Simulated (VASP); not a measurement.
**Cr: single point with LDA**

The system is Cr.

```xyz
2
Lattice="2.4325 0.0000 0.0000 -1.2163 2.1066 0.0000 0.0000 0.0000 3.9526" Properties=species:S:1:pos:R:3 pbc="T T T"
Cr    0.0000    1.4044    0.9881
Cr    1.2163    0.7022    2.9644
```

This isn't the form of Cr at room conditions, which is bcc.

```
Program                : VASP 6.6.1
Task                   : single point
Functional             : LDA
Potentials or basis    : VASP PAW LDA potentials, release 64 (Cr_pv)
Cutoff                 : 520 eV
k mesh                 : 12 × 12 × 7
Occupations            : fermi-dirac, width 0.03 eV
Spin                   : no spin polarisation
Dipole correction      : no
Further INCAR settings : ALGO = Normal; EDIFF = 1e-06; NBANDS = 19
```

* Pressure: 31.2 GPa
* Band gap on the k mesh: zero (bands 12 and 13 overlap by 1.67 eV)

Stress tensor (GPa, compression positive):
```
27.73  0.00  0.00
 0.00 27.73  0.00
 0.00  0.00 38.17
```

Levels at points of the mesh, in eV from the Fermi level:
| k point | band 10 | band 11 | band 12 | band 13 | band 14 | band 15 |
| --- | --- | --- | --- | --- | --- | --- |
| (0.00, 0.00, 0.00) | -0.58 | -0.58 | 0.04 | 0.04 | 0.76 | 0.76 |
| (0.50, 0.00, 0.00) | -0.82 | -0.80 | -0.52 | 0.16 | 3.08 | 3.25 |

It took 11 s on 1 thread of Intel(R) Xeon(R) 6975P-C (Granite Rapids), with other jobs on the host, peak memory 0.13 GiB.

Caveat: the cell stands under pressure; the run has no spin polarisation, though such a crystal can be magnetic. Spin polarisation is off, so any magnetic state and its effect on volume and gap are missing.
